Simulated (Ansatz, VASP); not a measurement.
# One calculation of In, two programs

```xyz
1
Lattice="-1.6261 1.6261 2.4368 1.6261 -1.6261 2.4368 1.6261 1.6261 -2.4368" Properties=species:S:1:pos:R:3 pbc="T T T"
In    0.0000    0.0000    0.0000
```

Change from the starting cell: strain +0.000 along x and y, -0.015 along z, atoms carried along.

Alike in both runs: task single point; functional PBEsol; k mesh 20 × 20 × 20; occupations gaussian, width 0.15 eV; no spin polarisation.

```csv
,VASP,Ansatz
version,VASP 6.6.1,Ansatz 0.2.0
potentials or method,"VASP PAW PBE potentials, release 64 (In_d), cutoff 520 eV","scalar-relativistic, plane waves, PAW"
valence electrons in the cell,13,13
```

```csv
,VASP,Ansatz,Ansatz less VASP
gap on the k mesh at the Fermi level (eV),none,none,-
pressure (GPa),-0.3,-0.3,+0.04
"traceless stress, the component that is largest in VASP (GPa)",-0.05,-0.05,+0.003
```

VASP's potentials were made for PBE, not for PBEsol. A gap of «none» marks a metal or a gap that the smearing closes. The functional is the same, so the differences come from potentials, cutoffs and numerics.
